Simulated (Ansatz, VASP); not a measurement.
## GdN in VASP and in Ansatz

```
CELL_PARAMETERS angstrom
0.00000 2.70359 2.70359
2.70359 0.00000 2.70359
2.70359 2.70359 0.00000
ATOMIC_POSITIONS crystal
Gd 0.00000 0.00000 0.00000
N 0.25000 0.25000 0.25000
```

Change from the starting cell: volume scaled by 1.04, crystal datasets.

Alike in both runs: task electric field gradients; functional PBE; k mesh 12 × 12 × 12; occupations fermi-dirac, width 0.03 eV; collinear spin.

|  | VASP | Ansatz |
| --- | --- | --- |
| version | VASP 6.6.1 | Ansatz 0.2.0 |
| potentials or method | VASP PAW PBE potentials, release 64 (Gd, N), cutoff 520 eV | all-electron PAW with datasets made for the crystal, scalar-relativistic |

```tsv
	VASP	Ansatz	Ansatz less VASP
gap on the k mesh at the Fermi level (eV)	1.15	1.15	-0.006
pressure (GPa)	-3.7	-3.8	-0.10
net moment per atom (μB)	3.50	3.50	0.000
size of the moment on the site where the two differ most (μB)	6.79	6.81	+0.016
```

Site moments also hang on the region over which each program counts them. Ansatz ran all-electron here, and VASP with PAW potentials.

Neither program's run includes spin-orbit coupling.
